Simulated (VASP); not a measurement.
Crystal: Te.

```
Te
1.0
     4.45400    0.00000    0.00000
    -2.22700    3.85728    0.00000
     0.00000    0.00000    5.92400
Te
3
Direct
  0.26900 0.00000 0.33333
  0.00000 0.26900 0.66667
  0.73100 0.73100 0.00000
```

- Program: VASP 6.6.1
- Task: relaxation of volume and atoms at fixed shape
- Functional: r2SCAN
- Potentials or basis: VASP PAW PBE potentials, release 64 (Te)
- Cutoff: 600 eV
- k mesh: 5 × 5 × 3
- Occupations: gaussian, width 0.02 eV
- Spin: no spin polarisation

At the start: pressure 0.9 GPa; volume 33.93 Å³/atom.

Where does the relaxation end?

Over 10 steps the energy falls by 5.3 meV/atom and the volume is 35.44 Å³/atom (+4.5 %); space group P3_121 (No. 152, to 0.1 Å) before and after.

Step by step:
| step | energy change (eV) | largest force (eV/Å) | pressure (GPa) | volume (Å³) |
| --- | --- | --- | --- | --- |
| 1 | 0.0000 | 0.0502 | 0.94 | 101.78 |
| 2 | -0.0053 | 0.1874 | -0.42 | 104.75 |
| 3 | -0.0063 | 0.1495 | -0.05 | 103.90 |
| 4 | -0.0091 | 0.1260 | -0.04 | 104.25 |
| 5 | -0.0148 | 0.0475 | 0.03 | 105.31 |
| 6 | -0.0111 | 0.1466 | 0.32 | 107.44 |
| 7 | -0.0159 | 0.0089 | 0.11 | 105.96 |
| 8 | -0.0159 | 0.0125 | 0.14 | 106.01 |
| 9 | -0.0155 | 0.0299 | -0.27 | 107.05 |
| 10 | -0.0160 | 0.0001 | 0.00 | 106.31 |

Final structure:
```cif
data_structure
_symmetry_space_group_name_H-M 'P 1'
_symmetry_Int_Tables_number 1
_cell_length_a 4.5192
_cell_length_b 4.5192
_cell_length_c 6.0107
_cell_angle_alpha 90.000
_cell_angle_beta 90.000
_cell_angle_gamma 120.000
_cell_volume 106.31
loop_
_atom_site_label
_atom_site_type_symbol
_atom_site_fract_x
_atom_site_fract_y
_atom_site_fract_z
_atom_site_occupancy
Te1 Te 0.25880 0.00000 0.33333 1
Te2 Te 0.00000 0.25880 0.66667 1
Te3 Te 0.74120 0.74120 0.00000 1
```

Caveat: the PAW data sets were made with another functional, which shifts forces and pressure a little.
